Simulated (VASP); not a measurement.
Here is a VASP 6.6.1 calculation.

The input INCAR:

```
SYSTEM = As
PREC = Accurate ; ENCUT = 520
EDIFF = 1E-6 ; ISMEAR = -1
SIGMA = 0.1 ; LREAL = .FALSE.
LASPH = .TRUE. ; NELM = 80
ALGO = Normal ; ISIF = 2
LWAVE = .FALSE. ; LCHARG = .TRUE.
GGA = PS ; LELF = .TRUE.
LVHAR = .TRUE. ; NBANDS = 12
```

KPOINTS

```
regular mesh
0
G
  10 10 10
  0 0 0
```

Contents of POSCAR:

```
As
1.0
    0.0000000000      2.8815874010      2.8815874010
    2.8815874010      0.0000000000      2.8815874010
    2.8815874010      2.8815874010      0.0000000000
As
2
Direct
    0.1250000000      0.1250000000      0.1250000000
    0.8750000000      0.8750000000      0.8750000000
```

Potentials or basis: VASP PAW PBE potentials, release 64 (As).

Run with:

```console
$ cat potpaw_PBE.64/As/POTCAR > POTCAR
$ mpirun -np 1 vasp_std > vasp.out
```

Problem. What does it give for the band gap on the k mesh?

Solution. Zero (band 5 reaches 5.38 eV, above the bottom of band 6 at 3.41 eV).

Problem. Predict the pressure.

Solution. 8.5 GPa.

Caveat: the PAW data sets were made with another functional, which shifts forces and pressure a little.
